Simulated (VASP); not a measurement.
Write the native input for VASP 6.6.1 that does the following.

| Quantity | Value |
| --- | --- |
| Task | relaxation of cell and atoms |
| Functional | PBE |
| Dispersion | D3(BJ) |
| Potentials or basis | VASP PAW PBE potentials, release 64 (Hf_pv, N) |
| Cutoff | 600 eV |
| k mesh | 16 × 16 × 16 |
| Occupations | gaussian, width 0.1 eV |
| Spin | no spin polarisation |
| Dipole correction | no |
| Further INCAR settings | ALGO = Normal; EDIFF = 1e-06; IBRION = 2; EDIFFG = -0.005; NSW = 70; ISIF = 3 |

The structure of HfN lies in POSCAR:

```
HfN
1.0
    0.0000000000      2.2738954530      2.2738954530
    2.2738954530      0.0000000000      2.2738954530
    2.2738954530      2.2738954530      0.0000000000
Hf N
1 1
Direct
    0.0000000000      0.0000000000      0.0000000000
    0.5000000000      0.5000000000      0.5000000000
```

One way to write it, as run:

INCAR

```
SYSTEM = HfN
PREC = Accurate
ENCUT = 600
EDIFF = 1E-6
ISMEAR = 0
SIGMA = 0.1
LREAL = .FALSE.
LASPH = .TRUE.
NELM = 100
ALGO = Normal
ISIF = 3
LWAVE = .FALSE.
LCHARG = .FALSE.
GGA = PE
IVDW = 12
IBRION = 2
NSW = 70
EDIFFG = -0.005
```

KPOINTS

```
Automatic mesh
0
G
  16 16 16
  0 0 0
```

Potentials or basis: VASP PAW PBE potentials, release 64 (Hf_pv, N).

The run is started by

```console
$ cat potpaw_PBE.64/Hf_pv/POTCAR potpaw_PBE.64/N/POTCAR > POTCAR
$ mpirun -np 1 vasp_std > vasp.out
```

It gave:

| Item | Value |
| --- | --- |
| Relaxed volume | 11.41 Å³/atom |
| Relaxed cell | a = 3.184 Å, b = 3.184 Å, c = 3.184 Å, α = 60.00°, β = 60.00°, γ = 60.00° |
| Space group after relaxing (to 0.1 Å) | Fm-3m (No. 225) |
| Energy gained by relaxing | 8.6 meV/atom |
| Ionic steps | 4 |
| Pressure after relaxing | 0.0 GPa |
| Band gap on the k mesh | zero (an odd number of electrons rules out a gap without spin polarisation) |
| Dispersion energy per atom | -0.390 eV |

Caveat: spin-orbit coupling is left out, which moves the levels of the heavy elements.

Wall time 3.8 min on 1 thread of Intel Xeon 8259CL, with other jobs on the host, peak memory 0.22 GiB.
